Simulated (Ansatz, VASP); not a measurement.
Given: the input of a run of Ansatz 0.2.0 on InAs.

input.yaml

```yaml
crystal:
  lattice:
    - [0.0, 3.0379873375, 3.0379873375]
    - [3.0379873375, 0.0, 3.0379873375]
    - [3.0379873375, 3.0379873375, 0.0]
  atoms:
    - { symbol: In, position: [0.0, 0.0, 0.0] }
    - { symbol: As, position: [0.75, 0.75, 0.75] }
hamiltonian:
  xc: r2scan0
  pseudopotentials: { kind: paw }
kpoints:
  mp_grid: { grid: [4, 4, 4] }
scf:
  occupations: { method: fermi_dirac, width: 0.05 }
output:
  forces: true
  stress: true
  eigenvalues: true
```

Potentials or basis: Ansatz PAW.

The run is started by

```bash
$ ansatz run input.yaml --threads 2 --pin off --max-ram 5632MiB --backend cpu --events-out ev --progress --plain --runs-dir out
```

Q: Translate it to VASP 6.6.1. Potentials there: VASP PAW PBE potentials, release 64 (In_d, As).

A: As run (the cutoff follows the program's own potentials):

File POSCAR:

```
InAs
1.0
    0.0000000000      3.0379873375      3.0379873375
    3.0379873375      0.0000000000      3.0379873375
    3.0379873375      3.0379873375      0.0000000000
In As
1 1
Direct
    0.0000000000      0.0000000000      0.0000000000
    0.7500000000      0.7500000000      0.7500000000
```

The input INCAR.step1:

```
PREC = Accurate ; ENCUT = 520
EDIFF = 1E-5 ; ISMEAR = -1
SIGMA = 0.05 ; LREAL = False
LASPH = True ; NELM = 100
ALGO = Normal ; ISIF = 2
LWAVE = True ; NBANDS = 16
GGA = PE
```

INCAR.step2

```
PREC = Accurate ; ENCUT = 520
EDIFF = 1E-6 ; ISMEAR = -1
SIGMA = 0.05 ; LREAL = False
LASPH = True ; NELM = 100
ALGO = Normal ; ISIF = 2
LWAVE = False ; LCHARG = True
METAGGA = R2SCAN ; LHFCALC = True
AEXX = 0.25 ; LMIXTAU = True
PRECFOCK = Normal ; LELF = True
LVHAR = True ; NBANDS = 16
ISTART = 1
```

KPOINTS

```
Automatic mesh
0
Gamma
  4 4 4
```

Potentials or basis: VASP PAW PBE potentials, release 64 (In_d, As).

Command:

```bash
$ cat potpaw_PBE.64/In_d/POTCAR potpaw_PBE.64/As/POTCAR > POTCAR
$ cp INCAR.step1 INCAR
$ mpirun -np 1 vasp_std > vasp.out
$ cp INCAR.step2 INCAR
$ mpirun -np 1 vasp_std > vasp.out
```

Both were run:

|  | VASP | Ansatz | Ansatz less VASP |
| --- | --- | --- | --- |
| gap on the k mesh at the Fermi level (eV) | 1.43 | 1.37 | -0.060 |
| least direct gap on the mesh (eV) | 1.43 | 1.37 | -0.060 |
| pressure (GPa) | -0.6 | -0.2 | +0.39 |

VASP's potentials were made for PBE, not for r2SCAN0. VASP's potentials hold 18 valence electrons a cell and Ansatz's 28, so a difference there can come from the potentials and not from the codes.

The k mesh is coarse, so the values compare programs but aren't converged.
